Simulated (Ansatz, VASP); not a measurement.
**One calculation of Cs2NaAlF6, two programs**

INCAR

```
ALGO     = Normal         # electronic algorithm
EDIFF    = 1E-7           # SCF threshold, eV
ENCUT    = 520            # plane-wave cutoff, eV
GGA      = CA             # functional
ISIF     = 2              # what is computed and relaxed
ISMEAR   = -1             # smearing method
LASPH    = T              # aspherical terms in the spheres
LCHARG   = T              # write CHGCAR
LELF     = T              # ELF
LREAL    = F              # projectors in reciprocal space
LVHAR    = T            
LWAVE    = F              # write WAVECAR
NBANDS   = 46             # bands
NELM     = 80             # most SCF steps
PREC     = Accurate       # precision mode
SIGMA    = 0.01           # smearing width, eV
```

File KPOINTS:

```
k-points
0
Gamma
  4 4 4
```

File POSCAR:

```
Cs2NaAlF6
1.0
    0.0000000000      4.3751110000      4.3751110000
    4.3751110000      0.0000000000      4.3751110000
    4.3751110000      4.3751110000      0.0000000000
Cs Na Al F
2 1 1 6
Direct
    0.7500000000      0.7500000000      0.7500000000
    0.2500000000      0.2500000000      0.2500000000
    0.5000000000      0.5000000000      0.5000000000
    0.0000000000      0.0000000000      0.0000000000
    0.7871860000      0.2128140000      0.2128140000
    0.2128140000      0.2128140000      0.7871860000
    0.2128140000      0.7871860000      0.7871860000
    0.2128140000      0.7871860000      0.2128140000
    0.7871860000      0.2128140000      0.7871860000
    0.7871860000      0.7871860000      0.2128140000
```

Input for Ansatz:

```yaml
crystal:
  lattice:
    - [0.0, 4.375111, 4.375111]
    - [4.375111, 0.0, 4.375111]
    - [4.375111, 4.375111, 0.0]
  atoms:
    - { symbol: Cs, position: [0.75, 0.75, 0.75] }
    - { symbol: Cs, position: [0.25, 0.25, 0.25] }
    - { symbol: Na, position: [0.5, 0.5, 0.5] }
    - { symbol: Al, position: [0.0, 0.0, 0.0] }
    - { symbol: F, position: [0.787186, 0.212814, 0.212814] }
    - { symbol: F, position: [0.212814, 0.212814, 0.787186] }
    - { symbol: F, position: [0.212814, 0.787186, 0.787186] }
    - { symbol: F, position: [0.212814, 0.787186, 0.212814] }
    - { symbol: F, position: [0.787186, 0.212814, 0.787186] }
    - { symbol: F, position: [0.787186, 0.787186, 0.212814] }
basis:
  ecutwfc: 517.016338673772
kpoints:
  mp_grid:
    grid: [4, 4, 4]
hamiltonian:
  xc: lda
scf:
  convergence:
    dr2_threshold: 1.0e-08
  occupations:
    method: fermi_dirac
    width: 0.01
output:
  write_density: true
  volumetric_format: [cube, npy]
  stress: true
```

Alike in both runs: task single point; functional LDA; k mesh 4 × 4 × 4; occupations fermi-dirac, width 0.01 eV; no spin polarisation.

```csv
,VASP,Ansatz
version,VASP 6.6.1,Ansatz 0.2.0
potentials or method,"VASP PAW LDA potentials, release 64 (Cs_sv, Na_pv, Al, F), cutoff 520 eV","plane waves, PAW"
valence electrons in the cell,70,72
```

```csv
,VASP,Ansatz,Ansatz less VASP
pressure (GPa),-5.9,-5.9,-0.05
```

LDA's correlation is that of Perdew and Zunger in VASP and of Perdew and Wang (1992) in Ansatz. VASP's potentials hold 70 valence electrons a cell and Ansatz's 72, so a difference there can come from the potentials and not from the codes. Ansatz's warnings: stress scf threshold loose.

Spin-orbit coupling is off throughout.
